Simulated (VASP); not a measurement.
Set up this calculation in VASP 6.6.1, as the native input.

* Task: single point
* Functional: PBEsol
* Potentials or basis: VASP PAW PBE potentials, release 64 (Ta_pv, N)
* Cutoff: 520 eV
* k mesh: 4 × 4 × 3
* Occupations: methfessel-paxton, width 0.1 eV
* Spin: no spin polarisation
* Dipole correction: no
* Further INCAR settings: ALGO = Normal; EDIFF = 1e-07; NBANDS = 60

The structure of TaN lies in POSCAR:

```
TaN
1.0
    5.1783381777     -0.0000000287      0.0000000000
   -2.5891690640      4.4845724256      0.0000000000
    0.0000000000      0.0000000000      5.7917586573
Ta N
6 6
Direct
    0.0000000000      0.0000000000      0.0000000000
    0.3333333333      0.6666666667      0.2500000000
    0.6666666667      0.3333333333      0.2500000000
    0.0000000000      0.0000000000      0.5000000000
    0.3333333333      0.6666666667      0.7500000000
    0.6666666667      0.3333333333      0.7500000000
    0.3934141389      0.0000000000      0.0000000000
    0.6065858611      0.6065858611      0.0000000000
    0.0000000000      0.3934141389      0.0000000000
    0.3934141389      0.0000000000      0.5000000000
    0.6065858611      0.6065858611      0.5000000000
    0.0000000000      0.3934141389      0.5000000000
```

One way to write it, as run:

INCAR

```
ALGO = Normal
EDIFF = 1E-7
ENCUT = 520
GGA = PS
ISIF = 2
ISMEAR = 1
LASPH = True
LCHARG = True
LELF = True
LREAL = False
LVHAR = True
LWAVE = False
NBANDS = 60
NELM = 60
PREC = Accurate
SIGMA = 0.1
```

KPOINTS

```
k-points
0
Gamma
  4 4 3
```

Potentials or basis: VASP PAW PBE potentials, release 64 (Ta_pv, N).

The run is started by

```bash
$ cat potpaw_PBE.64/Ta_pv/POTCAR potpaw_PBE.64/N/POTCAR > POTCAR
$ mpirun -np 1 vasp_std > vasp.out
```

It gave:

```yaml
Pressure: 1.1 GPa
Largest_force: 0.019 eV/Å
Band_gap_on_the_k_mesh: zero (bands 48 and 49 overlap by 0.10 eV)
```

Caveat: the k points lie up to 0.36 Å⁻¹ apart; the PAW data sets were made with another functional, which shifts forces and pressure a little; spin-orbit coupling is left out, which moves the levels of the heavy elements.

Run time: 2.2 min on 1 thread of AMD EPYC 7R13 (shared host), peak memory 0.24 GiB.
